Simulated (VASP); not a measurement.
# BaTiO3 (P4mm) in VASP: relaxation of the atoms with PBE

Aim: the relaxation of the atoms of BaTiO3 with PBE.

All numbers are computed with VASP 6.6.1; they aren't measurements. Logs are shortened: lines on timing, memory, paths and dates and some standing lists are left out, and cuts for length are marked.

### Step 1. The cell of the first run

The structure is tetragonal, space group P4mm (No. 99). The conventional cell has a = 4.000 Å, b = 4.000 Å, c = 3.978 Å, α = 90.00°, β = 90.00°, γ = 90.00°. Within 3.7 Å of Ba (site symmetry 4mm) lie 12 O at 2.78 to 2.87 Å and 8 Ti at 3.43 to 3.49 Å. Ti (site symmetry 4mm) has 6 O at 1.83 to 2.15 Å within 2.4 Å. Within 2.4 Å of O (site symmetry 4mm) lie 2 Ti at 1.83 to 2.15 Å. Within 2.9 Å of O (site symmetry 2mm) lie 2 Ti at 2.00 Å and 4 Ba at 2.78 to 2.87 Å and 8 O at 2.79 to 2.85 Å.

### Step 2. Relaxation of the atoms, PBE (z stretched by -1 %)

INCAR reads:

```
SYSTEM = BaTiO3
PREC = Accurate
ENCUT = 520
EDIFF = 1E-7
ISMEAR = -1
SIGMA = 0.02
LREAL = .False.
LASPH = .True.
NELM = 100
ALGO = Normal
ISIF = 2
LWAVE = .False.
LCHARG = .False.
GGA = PE
IBRION = 2
NSW = 80
EDIFFG = -0.02
```

KPOINTS reads:

```
Automatic mesh
0
Gamma
  8 8 8
  0 0 0
```

POSCAR reads:

```
BaTiO3
1.0
    3.9998000000      0.0000000000      0.0000000000
    0.0000000000      3.9998000000      0.0000000000
    0.0000000000      0.0000000000      3.9778200000
Ba Ti O
1 1 3
Direct
    0.0000000000      0.0000000000     -0.0029689668
    0.5000000000      0.5000000000      0.4826505826
    0.5000000000      0.5000000000      0.0222697536
    0.5000000000      0.0000000000      0.5130243154
    0.0000000000      0.5000000000      0.5130243154
```

Potentials or basis: VASP PAW PBE potentials, release 64 (Ba_sv, Ti_sv, O).

Run with:

```bash
$ cat potpaw_PBE.64/Ba_sv/POTCAR potpaw_PBE.64/Ti_sv/POTCAR potpaw_PBE.64/O/POTCAR > POTCAR
$ mpirun -np 1 vasp_std > vasp.out
```

OUTCAR:

```text
SYSTEM = BaTiO3
   PREC = Accurate
   ENCUT = 520
   EDIFF = 1E-7
   ISMEAR = -1
   LREAL = .False.
   LASPH = .True.
   NELM = 100
   ISIF = 2
   GGA = PE
   IBRION = 2
   NSW = 80
   EDIFFG = -0.02

 ion  position               nearest neighbor table
   1  0.000  0.000  0.997-   4 2.78   5 2.78   5 2.78   4 2.78   3 2.83   3 2.83   3 2.83   3 2.83
                             4 2.87   5 2.87   5 2.87   4 2.87   2 3.43   2 3.43   2 3.43   2 3.43
   2  0.500  0.500  0.483-   3 1.83   4 2.00   5 2.00   4 2.00   5 2.00   3 2.15   1 3.43   1 3.43
                             1 3.43   1 3.43   1 3.49   1 3.49   1 3.49   1 3.49
   3  0.500  0.500  0.022-   2 1.83   2 2.15   1 2.83   1 2.83   1 2.83   1 2.83
   4  0.500  0.000  0.513-   2 2.00   2 2.00   1 2.78   1 2.78   1 2.87   1 2.87
   5  0.000  0.500  0.513-   2 2.00   2 2.00   1 2.78   1 2.78   1 2.87   1 2.87

  LATTYP: Found a simple tetragonal cell.
 ALAT       =     3.9998000000
 C/A-ratio  =     0.9945047252

  Lattice vectors:

 A1 = (   3.9998000000,   0.0000000000,   0.0000000000)
 A2 = (   0.0000000000,   3.9998000000,   0.0000000000)
 A3 = (   0.0000000000,   0.0000000000,   3.9778200000)

Analysis of symmetry for initial positions (statically):
=====================================================================
 Subroutine PRICEL returns:
 Original cell was already a primitive cell.

 Routine SETGRP: Setting up the symmetry group for a
 simple tetragonal supercell.

 Subroutine GETGRP returns: Found  8 space group operations
 (whereof  8 operations were pure point group operations)
 out of a pool of 16 trial point group operations.

The static configuration has the point symmetry C_4v.

Analysis of symmetry for dynamics (positions and initial velocities):
=====================================================================
 Subroutine PRICEL returns:
 Original cell was already a primitive cell.

 Routine SETGRP: Setting up the symmetry group for a
 simple tetragonal supercell.

 Subroutine GETGRP returns: Found  8 space group operations
 (whereof  8 operations were pure point group operations)
 out of a pool of 16 trial point group operations.

The dynamic configuration has the point symmetry C_4v.

 Subroutine INISYM returns: Found  8 space group operations
 (whereof  8 operations are pure point group operations),
 and found     1 'primitive' translations

----------------------------------------------------------------------------------------

                                     Primitive cell

  volume of cell :      63.6388

[... 105 lines left out ...]
   NELECT =      40.0000    total number of electrons
   NUPDOWN=      -1.0000    fix difference up-down
   EMIN   =  10.00;   EMAX   =-10.00  energy-range for DOS
   EFERMI =   0.00;   METHOD = LEGACY
   ISMEAR =    -1;   SIGMA  =   0.02  broadening in eV -4-tet -1-fermi 0-gaus
   EFERMI_NEDOS =   21; number of points for ismear=-14 and -15
   IALGO  =     38    algorithm
   IMIX   =      4    mixing-type and parameters
     AMIX     =   0.40;   BMIX     =  1.00
     AMIX_MAG =   1.60;   BMIX_MAG =  1.00
  volume/ion in A,a.u.               =      12.73        85.89
  Fermi-wavevector in a.u.,A,eV,Ry     =   1.402343  2.650044 26.756755  1.966566
  Thomas-Fermi vector in A             =   2.525114
   LORBIT       =      0    0 simple, 1 ext, 2 COOP (PROOUT), +10 PAW based schemes
   GGA     = PE    functional components
   LHFCALC =     F    Hartree Fock is set to
   AEXX    =    0.0000 exact exchange contribution
   IVDW    =     0    specifies the selected vdW correction
   LEPSILON=     F    determine dielectric tensor
   LRPA    =     F    only Hartree local field effects (RPA)
 conjugate gradient relaxation of ions
 non-spin polarized calculation
  energy-cutoff  :      520.00
  volume of cell :       63.64
 maximum number of plane-waves:      1743
 NGX is ok and might be reduce to    30
   NGX = 15   NGY = 15   NGZ = 15

--------------------------------------- Ionic step        1  -------------------------------------------

 number of electron      39.9999980 magnetization

 Free energy of the ion-electron system (eV)
  ---------------------------------------------------
  ext. energy  EPLUGINS =         0.00000000
  ---------------------------------------------------
  free energy    TOTEN  =       -39.95235670 eV

  energy without entropy =      -39.95235670  energy(sigma->0) =      -39.95235670

------------------------ aborting loop because EDIFF is reached ----------------------------------------

  FORCE on cell =-STRESS in cart. coord.  units (eV):
  Direction    XX          YY          ZZ          XY          YZ          ZX
  --------------------------------------------------------------------------------------
  -------------------------------------------------------------------------------------
  Total        2.1002093      2.1002093      4.0156691      0.0000000      0.0000000      0.0000000
  in kB       52.8751345     52.8751345    101.0989906      0.0000000      0.0000000      0.0000000
  external PRESSURE =      68.9497532 kB  Pullay stress =       0.0000000 kB
[... 182 lines left out ...]
--------------------------------------- Ionic step        6  -------------------------------------------

 number of electron      39.9999982 magnetization

 Free energy of the ion-electron system (eV)
  ---------------------------------------------------
  ext. energy  EPLUGINS =         0.00000000
  ---------------------------------------------------
  free energy    TOTEN  =       -39.95796824 eV

  energy without entropy =      -39.95796824  energy(sigma->0) =      -39.95796824

 E-fermi :   4.2918     XC(G=0): -11.2954

 val. band max:        3.9139251934   @ k =   0.5000   0.5000   0.5000
 cond. band min:       5.7023444975   @ k =   0.0000   0.0000   0.0000
 fundamental gap:      1.7884193041
 Fermi energy:         4.2918053795

 k-point     1 :       0.0000    0.0000    0.0000
  band No.  band energies     occupation
      1     -52.6356      2.00000
      2     -28.8875      2.00000
      3     -28.8503      2.00000
      4     -28.8503      2.00000
      5     -20.9145      2.00000
      6     -13.0251      2.00000
[... 637 lines left out ...]
     23       7.5086      0.00000
     24       8.6459      0.00000

 [... further k-points ...]

------------------------ aborting loop because EDIFF is reached ----------------------------------------

  FORCE on cell =-STRESS in cart. coord.  units (eV):
  Direction    XX          YY          ZZ          XY          YZ          ZX
  --------------------------------------------------------------------------------------
  -------------------------------------------------------------------------------------
  Total        2.0192669      2.0192669      3.1955877      0.0000000      0.0000000      0.0000000
  in kB       50.8373176     50.8373176     80.4525195      0.0000000      0.0000000      0.0000000
  external PRESSURE =      60.7090516 kB  Pullay stress =       0.0000000 kB
[... 20 lines left out ...]
  FREE ENERGIE OF THE ION-ELECTRON SYSTEM (eV)
  ---------------------------------------------------
  free  energy   TOTEN  =       -39.9579682370 eV

  energy  without entropy=      -39.9579682370  energy(sigma->0) =      -39.95796824

 reached required accuracy - stopping structural energy minimisation
```

CONTCAR:

```text
BaTiO3
   1.00000000000000
     3.9998000000000000    0.0000000000000000    0.0000000000000000
     0.0000000000000000    3.9998000000000000    0.0000000000000000
     0.0000000000000000    0.0000000000000000    3.9778199999999999
  Ba              Ti              O
     1     1     3
Direct
     0.0000000000000000    0.0000000000000000    0.0003799626076388
     0.5000000000000000    0.5000000000000000    0.4887158564063345
     0.5000000000000000    0.5000000000000000    0.0170640359325616
     0.5000000000000000    0.0000000000000000    0.5109200726267371
     0.0000000000000000    0.5000000000000000    0.5109200726267371

  0.00000000E+00  0.00000000E+00  0.00000000E+00
  0.00000000E+00  0.00000000E+00  0.00000000E+00
  0.00000000E+00  0.00000000E+00  0.00000000E+00
  0.00000000E+00  0.00000000E+00  0.00000000E+00
  0.00000000E+00  0.00000000E+00  0.00000000E+00
```

Wall time 5.5 min (1 thread of Intel Xeon Platinum 8488C (Sapphire Rapids), shared host); peak memory 0.26 GiB.

Results:

```yaml
Free_energy: -39.9580 eV
Energy_gained_by_relaxing: 1.1 meV/atom
Ionic_steps: 6
Pressure_after_relaxing: 6.1 GPa
Largest_force_after_relaxing: 0.006 eV/Å
Band_gap_on_the_k_mesh: 1.79 eV (least direct gap 2.04 eV)
```

Forces on the atoms (eV/Å):
```
Ba   0.000  0.000  0.003
Ti   0.000  0.000  0.000
O    0.000  0.000 -0.006
O    0.000  0.000  0.001
O    0.000  0.000  0.001
```

The path:
```csv
step,energy change (eV),largest force (eV/Å),pressure (GPa)
1,0.0000,0.2735,6.89
2,-0.0043,0.0823,6.38
3,-0.0048,0.0697,6.15
4,-0.0053,0.0445,6.13
5,-0.0056,0.0223,6.10
6,-0.0056,0.0059,6.07
```

Final structure:
```
CELL_PARAMETERS angstrom
3.99980 0.00000 0.00000
0.00000 3.99980 0.00000
0.00000 0.00000 3.97782
ATOMIC_POSITIONS crystal
Ba 0.00000 0.00000 0.00038
Ti 0.50000 0.50000 0.48872
O 0.50000 0.50000 0.01706
O 0.50000 0.00000 0.51092
O 0.00000 0.50000 0.51092
```

Caveat: the cell differs from its parent crystal (z stretched by -1 %); spin-orbit coupling is left out, which moves the levels of the heavy elements. A k mesh can miss the band edges.
